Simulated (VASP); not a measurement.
Crystal: Ta.

```
Ta
1.0
     0.00000    2.09238    2.09238
     2.09238    0.00000    2.09238
     2.09238    2.09238    0.00000
Ta
1
Direct
  0.00000 0.00000 0.00000
```

```yaml
Program: VASP 6.6.1
Task: relaxation of cell and atoms
Functional: PBE
Potentials_or_basis: VASP PAW PBE potentials, release 64 (Ta_pv)
Cutoff: 600 eV
k_mesh: 16 × 16 × 16
Occupations: fermi-dirac, width 0.1 eV
Spin: no spin polarisation
```

At the start: pressure 5.8 GPa; volume 18.32 Å³/atom.

Q: Where does the relaxation end?

A: Over 4 steps the energy falls by 9.4 meV/atom and the volume is 18.85 Å³/atom (+2.9 %); space group Fm-3m (No. 225, to 0.05 Å).

The path:
```csv
step,energy change (eV),largest force (eV/Å),pressure (GPa),volume (Å³)
1,0.0000,0.0000,5.79,18.32
2,0.0377,0.0000,-11.15,20.13
3,-0.0093,0.0000,-0.12,18.86
4,-0.0094,0.0000,0.00,18.85
```

Final structure:
```
Ta
1.0
     0.00000    2.11241    2.11241
     2.11241    0.00000    2.11241
     2.11241    2.11241    0.00000
Ta
1
Cartesian
  0.0000 0.0000 0.0000
```
